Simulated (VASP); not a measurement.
# CuAu (P4/mmm) in VASP: relaxation of cell and atoms with r2SCAN

Aim: the relaxation of cell and atoms of CuAu with r2SCAN.

Everything below comes from runs of VASP 6.6.1. Logs are shortened: lines on timing, memory, paths and dates and some standing lists are left out, and cuts for length are marked.

## 1. The cell of the first run

The structure is tetragonal, space group P4/mmm (No. 123). Conventional cell: a = 2.871 Å, b = 2.871 Å, c = 3.640 Å, α = 90.00°, β = 90.00°, γ = 90.00°. Within 3.7 Å of Cu (site symmetry 4/mmm) lie 8 Au at 2.73 Å and 6 Cu at 2.87 to 3.64 Å. Within 3.7 Å of Au (site symmetry 4/mmm) lie 8 Cu at 2.73 Å and 6 Au at 2.87 to 3.64 Å.

## 2. Relaxation of cell and atoms, r2SCAN

POSCAR

```
CuAu
1.0
    2.8712762975      0.0000000000      0.0000000000
    0.0000000000      2.8712762975      0.0000000000
    0.0000000000      0.0000000000      3.6404327320
Cu Au
1 1
Direct
    0.5000000000      0.5000000000      0.5000000000
    0.0000000000      0.0000000000      0.0000000000
```

INCAR.step1

```
PREC     = Accurate       # precision mode
ENCUT    = 600            # plane-wave cutoff, eV
ISMEAR   = 0              # smearing method
SIGMA    = 0.1            # smearing width, eV
LREAL    = False          # projectors in reciprocal space
LASPH    = True           # aspherical terms in the spheres
NELM     = 80             # most SCF steps
GGA      = PE             # functional
ALGO     = Normal         # electronic algorithm
EDIFF    = 1E-4           # SCF threshold, eV
LWAVE    = True           # write WAVECAR
LCHARG   = False          # write CHGCAR
```

INCAR.step2

```
PREC     = Accurate       # precision mode
ENCUT    = 600            # plane-wave cutoff, eV
EDIFF    = 1E-7           # SCF threshold, eV
ISMEAR   = 0              # smearing method
SIGMA    = 0.1            # smearing width, eV
LREAL    = False          # projectors in reciprocal space
LASPH    = True           # aspherical terms in the spheres
NELM     = 80             # most SCF steps
ALGO     = Normal         # electronic algorithm
ISIF     = 3              # what is computed and relaxed
LWAVE    = False          # write WAVECAR
LCHARG   = False          # write CHGCAR
METAGGA  = R2SCAN         # meta-GGA
LMIXTAU  = True         
IBRION   = 2              # ionic algorithm
NSW      = 70             # ionic steps
EDIFFG   = -0.005         # ionic threshold
ISTART   = 1
```

KPOINTS

```
Automatic mesh
0
Gamma
  16 16 12
```

Potentials or basis: VASP PAW PBE potentials, release 64 (Cu, Au).

Started as:

```console
cat potpaw_PBE.64/Cu/POTCAR potpaw_PBE.64/Au/POTCAR > POTCAR
cp INCAR.step1 INCAR
mpirun -np 1 vasp_std > vasp.out
cp INCAR.step2 INCAR
mpirun -np 1 vasp_std > vasp.out
```

OUTCAR:

```text
PREC = Accurate
   ENCUT = 600
   EDIFF = 1E-7
   ISMEAR = 0
   LREAL = False
   LASPH = True
   NELM = 80
   ISIF = 3
   METAGGA = R2SCAN
   IBRION = 2
   NSW = 70
   EDIFFG = -0.005
   ISTART = 1

 ion  position               nearest neighbor table
   1  0.500  0.500  0.500-   2 2.73   2 2.73   2 2.73   2 2.73   2 2.73   2 2.73   2 2.73   2 2.73

   2  0.000  0.000  0.000-   1 2.73   1 2.73   1 2.73   1 2.73   1 2.73   1 2.73   1 2.73   1 2.73

  LATTYP: Found a simple tetragonal cell.
 ALAT       =     2.8712762975
 C/A-ratio  =     1.2678796308

  Lattice vectors:

 A1 = (   2.8712762975,   0.0000000000,   0.0000000000)
 A2 = (   0.0000000000,   2.8712762975,   0.0000000000)
 A3 = (   0.0000000000,   0.0000000000,   3.6404327320)

Analysis of symmetry for initial positions (statically):
=====================================================================
 Subroutine PRICEL returns:
 Original cell was already a primitive cell.

 Routine SETGRP: Setting up the symmetry group for a
 simple tetragonal supercell.

 Subroutine GETGRP returns: Found 16 space group operations
 (whereof 16 operations were pure point group operations)
 out of a pool of 16 trial point group operations.

The static configuration has the point symmetry D_4h.

Analysis of symmetry for dynamics (positions and initial velocities):
=====================================================================
 Subroutine PRICEL returns:
 Original cell was already a primitive cell.

 Routine SETGRP: Setting up the symmetry group for a
 simple tetragonal supercell.

 Subroutine GETGRP returns: Found 16 space group operations
 (whereof 16 operations were pure point group operations)
 out of a pool of 16 trial point group operations.

The dynamic configuration has the point symmetry D_4h.

 Subroutine INISYM returns: Found 16 space group operations
 (whereof 16 operations are pure point group operations),
 and found     1 'primitive' translations

----------------------------------------------------------------------------------------

                                     Primitive cell

  volume of cell :      30.0126

  direct lattice vectors                    reciprocal lattice vectors
     2.871276298  0.000000000  0.000000000     0.348277176  0.000000000  0.000000000
     0.000000000  2.871276298  0.000000000     0.000000000  0.348277176  0.000000000
     0.000000000  0.000000000  3.640432732     0.000000000  0.000000000  0.274692619

  length of vectors
     2.871276298  2.871276298  3.640432732     0.348277176  0.348277176  0.274692619

  position of ions in fractional coordinates (direct lattice)
     0.500000000  0.500000000  0.500000000
     0.000000000  0.000000000  0.000000000

  ion indices of the primitive-cell ions
   primitive index   ion index
                 1           1
                 2           2

----------------------------------------------------------------------------------------

 KPOINTS: Automatic mesh

Automatic generation of k-mesh.
 Grid dimensions read from file:
 generate k-points for:   16   16   12

 Generating k-lattice:

  Cartesian coordinates                     Fractional coordinates (reciprocal lattice)
     0.021767323  0.000000000  0.000000000     0.062500000  0.000000000  0.000000000
     0.000000000  0.021767323  0.000000000     0.000000000  0.062500000  0.000000000
     0.000000000  0.000000000  0.022891052     0.000000000  0.000000000  0.083333333

  Length of vectors
     0.021767323  0.021767323  0.022891052

  Shift w.r.t. Gamma in fractional coordinates (k-lattice)
     0.000000000  0.000000000  0.000000000

 Subroutine IBZKPT returns following result:
 ===========================================

 Found    315 irreducible k-points:

 Following reciprocal coordinates:
            Coordinates               Weight
  0.000000  0.000000  0.000000      1.000000
  0.062500  0.000000  0.000000      4.000000
  0.125000  0.000000  0.000000      4.000000
  0.187500  0.000000  0.000000      4.000000
  0.250000  0.000000  0.000000      4.000000
  0.312500  0.000000  0.000000      4.000000
[... 16 lines left out ...]
  0.437500  0.125000  0.000000      8.000000
  0.500000  0.125000  0.000000      4.000000
 [... further k-points ...]
   k-points           NKPTS =    315   k-points in BZ     NKDIM =    315   number of bands    NBANDS=     15
   number of dos      NEDOS =    301   number of ions     NIONS =      2
   total plane-waves  NPLWV =  17280
   dimension x,y,z NGX =    24 NGY =   24 NGZ =   30
   dimension x,y,z NGXF=    48 NGYF=   48 NGZF=   60
   ions per type =               1   1
   NGX,Y,Z   is equivalent  to a cutoff of  13.90, 13.90, 13.70 a.u.
   NGXF,Y,Z  is equivalent  to a cutoff of  27.79, 27.79, 27.40 a.u.
 SYSTEM =  unknown system
   PREC   = accura    normal or accurate (medium, high low for compatibility)
   ISTART =      1    job   : 0-new  1-cont  2-samecut
   ICHARG =      0    charge: 1-file 2-atom 10-const
   ISPIN  =      1    spin polarized calculation?
   LNONCOLLINEAR =      F non collinear calculations
   LSORBIT =      F    spin-orbit coupling
   LASPH  =      T    aspherical Exc in radial PAW
   ENCUT  =  600.0 eV  44.10 Ry    6.64 a.u.   5.73  5.73  7.27*2*pi/ulx,y,z
   NELM   =     80;   NELMIN=  2; NELMDL=  0     # of ELM steps
   EDIFF  = 0.1E-06   stopping-criterion for ELM
   LREAL  =      F    real-space projection
   EDIFFG = -.5E-02   stopping-criterion for IOM
   NSW    =     70    number of steps for IOM
   IBRION =      2    ionic relax: 0-MD 1-quasi-New 2-CG
   NFREE  =      1    steps in history (QN), initial steepest desc. (CG)
   ISIF   =      3    stress and relaxation
   ISYM   =      2    0-nonsym 1-usesym 2-fastsym
   POTIM  = 0.5000    time-step for ionic-motion
   TEBEG  =    0.0;   TEEND  =   0.0 temperature during run
   PSTRESS=    0.0 pullay stress
   NELECT =      22.0000    total number of electrons
   NUPDOWN=      -1.0000    fix difference up-down
   EMIN   =  10.00;   EMAX   =-10.00  energy-range for DOS
   EFERMI =   0.00;   METHOD = LEGACY
   ISMEAR =     0;   SIGMA  =   0.10  broadening in eV -4-tet -1-fermi 0-gaus
   EFERMI_NEDOS =   21; number of points for ismear=-14 and -15
   IALGO  =     38    algorithm
   IMIX   =      4    mixing-type and parameters
     AMIX     =   0.40;   BMIX     =  1.00
     AMIX_MAG =   1.60;   BMIX_MAG =  1.00
  volume/ion in A,a.u.               =      15.01       101.27
  Fermi-wavevector in a.u.,A,eV,Ry     =   1.476096  2.789418 29.645199  2.178861
  Thomas-Fermi vector in A             =   2.590665
   LORBIT       =      0    0 simple, 1 ext, 2 COOP (PROOUT), +10 PAW based schemes
   METAGGA = R2SCAN    functional components
   LHFCALC =     F    Hartree Fock is set to
   AEXX    =    0.0000 exact exchange contribution
   IVDW    =     0    specifies the selected vdW correction
   LEPSILON=     F    determine dielectric tensor
   LRPA    =     F    only Hartree local field effects (RPA)
 conjugate gradient relaxation of ions
 non-spin polarized calculation
 Gauss-broadening in eV      SIGMA  =   0.10
  energy-cutoff  :      600.00
  volume of cell :       30.01
 maximum number of plane-waves:      1020
 NGX is ok and might be reduce to    24
   NGX = 11   NGY = 11   NGZ = 15

--------------------------------------- Ionic step        1  -------------------------------------------

 number of electron      21.9999996 magnetization

 Free energy of the ion-electron system (eV)
  ---------------------------------------------------
  ext. energy  EPLUGINS =         0.00000000
  ---------------------------------------------------
  free energy    TOTEN  =       -61.53524361 eV

  energy without entropy =      -61.53262885  energy(sigma->0) =      -61.53393623

------------------------ aborting loop because EDIFF is reached ----------------------------------------

  FORCE on cell =-STRESS in cart. coord.  units (eV):
  Direction    XX          YY          ZZ          XY          YZ          ZX
  --------------------------------------------------------------------------------------
  -------------------------------------------------------------------------------------
  Total       -0.7841205     -0.7841205     -0.7977766      0.0000000      0.0000000      0.0000000
  in kB      -41.8591502    -41.8591502    -42.5881614      0.0000000      0.0000000      0.0000000
  external PRESSURE =     -42.1021539 kB  Pullay stress =       0.0000000 kB
[... 89 lines left out ...]
  FREE ENERGIE OF THE ION-ELECTRON SYSTEM (eV)
  ---------------------------------------------------
  free  energy   TOTEN  =       -61.5468674476 eV

  energy  without entropy=      -61.5440870711  energy(sigma->0) =      -61.54547726

[... ionic steps 4 to 7 ...]

--------------------------------------- Ionic step        8  -------------------------------------------

 number of electron      21.9999992 magnetization

------------------------ aborting loop because EDIFF is reached ----------------------------------------

  FORCE on cell =-STRESS in cart. coord.  units (eV):
  Direction    XX          YY          ZZ          XY          YZ          ZX
  --------------------------------------------------------------------------------------
  -------------------------------------------------------------------------------------
  Total        0.0105295      0.0105295      0.0109509      0.0000000      0.0000000      0.0000000
  in kB        0.5790322      0.5790322      0.6022023      0.0000000      0.0000000      0.0000000
  external PRESSURE =       0.5867556 kB  Pullay stress =       0.0000000 kB
[... 57 lines left out ...]
  energy  without entropy=      -61.5441296048  energy(sigma->0) =      -61.54552551

--------------------------------------- Ionic step       10  -------------------------------------------

 number of electron      21.9999992 magnetization

 Free energy of the ion-electron system (eV)
  ---------------------------------------------------
  ext. energy  EPLUGINS =         0.00000000
  ---------------------------------------------------
  free energy    TOTEN  =       -61.54693533 eV

  energy without entropy =      -61.54413756  energy(sigma->0) =      -61.54553645

 E-fermi :   8.5966     XC(G=0): -13.5939

 val. band max:        8.5930379095   @ k =   0.3750   0.3125   0.3333
 cond. band min:       8.6001125954   @ k =   0.5000   0.3125   0.0000
 fundamental gap:      0.0070746859
 Fermi energy:         8.5965894820

 k-point     1 :       0.0000    0.0000    0.0000
  band No.  band energies     occupation
      1      -1.4642      2.00000
      2       1.7474      2.00000
      3       1.9060      2.00000
      4       4.2481      2.00000
      5       4.2481      2.00000
      6       5.2161      2.00000
      7       5.6884      2.00000
      8       6.3278      2.00000
      9       6.7444      2.00000
     10       6.9793      2.00000
     11       6.9793      2.00000
     12      11.4113      0.00000
     13      17.7485      0.00000
     14      18.5936      0.00000
     15      18.5936      0.00000
[... 397 lines left out ...]
 k-point    24 :       0.5000    0.1250    0.0000
  band No.  band energies     occupation
      1       2.0242      2.00000
      2       2.8449      2.00000
      3       3.0137      2.00000
      4       3.0466      2.00000
      5       4.2577      2.00000
      6       4.8853      2.00000
      7       5.8360      2.00000
      8       6.0970      2.00000
      9       6.1085      2.00000
     10       6.3658      2.00000
     11       7.6515      2.00000
     12       8.2309      2.00000
     13      19.2248      0.00000
     14      19.3003      0.00000
     15      20.3803      0.00000

 [... further k-points ...]

------------------------ aborting loop because EDIFF is reached ----------------------------------------

  FORCE on cell =-STRESS in cart. coord.  units (eV):
  Direction    XX          YY          ZZ          XY          YZ          ZX
  --------------------------------------------------------------------------------------
  -------------------------------------------------------------------------------------
  Total       -0.0034520     -0.0034520     -0.0026390      0.0000000      0.0000000     -0.0000000
  in kB       -0.1897358     -0.1897358     -0.1450488      0.0000000      0.0000000     -0.0000000
  external PRESSURE =      -0.1748401 kB  Pullay stress =       0.0000000 kB
[... 17 lines left out ...]
  FREE ENERGIE OF THE ION-ELECTRON SYSTEM (eV)
  ---------------------------------------------------
  free  energy   TOTEN  =       -61.5469353299 eV

  energy  without entropy=      -61.5441375614  energy(sigma->0) =      -61.54553645

 reached required accuracy - stopping structural energy minimisation
```

It took 40 min on 1 thread of Oxide Virtual Turin-like, shared host; peak memory 0.3 GiB.

What came out:

- Free energy: -61.5469 eV
- Relaxed volume: 14.57 Å³/atom
- Relaxed cell: a = 2.849 Å, b = 2.849 Å, c = 3.591 Å, α = 90.00°, β = 90.00°, γ = 90.00°
- Space group after relaxing (to 0.1 Å): P4/mmm (No. 123)
- Energy gained by relaxing: 5.8 meV/atom
- Ionic steps: 10
- Pressure after relaxing: 0.0 GPa
- Band gap on the k mesh: zero (bands 11 and 12 overlap by 7.80 eV)

Step by step:
| step | energy change (eV) | largest force (eV/Å) | pressure (GPa) | volume (Å³) |
| --- | --- | --- | --- | --- |
| 1 | 0.0000 | 0.0000 | -4.21 | 30.01 |
| 2 | 0.0003 | 0.0000 | 4.81 | 28.33 |
| 3 | -0.0116 | 0.0000 | -0.08 | 29.16 |
| 4 | -0.0116 | 0.0000 | 0.05 | 29.14 |
| 5 | -0.0116 | 0.0000 | 0.06 | 29.14 |
| 6 | -0.0117 | 0.0000 | 0.05 | 29.14 |
| 7 | -0.0117 | 0.0000 | 0.06 | 29.13 |
| 8 | -0.0117 | 0.0000 | 0.06 | 29.14 |
| 9 | -0.0117 | 0.0000 | -0.17 | 29.18 |
| 10 | -0.0117 | 0.0000 | -0.02 | 29.15 |

Final structure:
```xyz
2
Lattice="2.8490 0.0000 0.0000 0.0000 2.8490 0.0000 0.0000 0.0000 3.5913" Properties=species:S:1:pos:R:3 pbc="T T T"
Cu    1.4245    1.4245    1.7957
Au    0.0000    0.0000    3.5913
```

Levels at points of the mesh, in eV from the Fermi level:
| k point | band 7 | band 8 | band 9 | band 10 | band 11 | band 12 | band 13 | band 14 | band 15 |
| --- | --- | --- | --- | --- | --- | --- | --- | --- | --- |
| (0.00, 0.00, 0.00) | -2.91 | -2.27 | -1.85 | -1.62 | -1.62 | 2.81 | 9.15 | 10.00 | 10.00 |
| (0.50, 0.00, 0.00) | -3.13 | -3.13 | -2.59 | -2.36 | -1.07 | -0.44 | 10.22 | 10.39 | 12.22 |
| (0.50, 0.50, 0.00) | -1.91 | -1.86 | -1.48 | -1.48 | 0.50 | 0.50 | 4.90 | 7.02 | 11.02 |
| (0.00, 0.00, 0.50) | -3.35 | -3.09 | -2.51 | -2.51 | -2.41 | -2.18 | 14.58 | 14.90 | 14.90 |
| (0.50, 0.00, 0.50) | -2.11 | -1.94 | -1.70 | -1.66 | -0.99 | -0.97 | 2.64 | 4.77 | 16.39 |
| (0.50, 0.50, 0.50) | -3.35 | -2.29 | -1.97 | -1.86 | 5.62 | 5.66 | 5.66 | 6.06 | 6.94 |

Caveat: the PAW data sets were made with another functional, which shifts forces and pressure a little; spin-orbit coupling is left out, which moves the levels of the heavy elements.
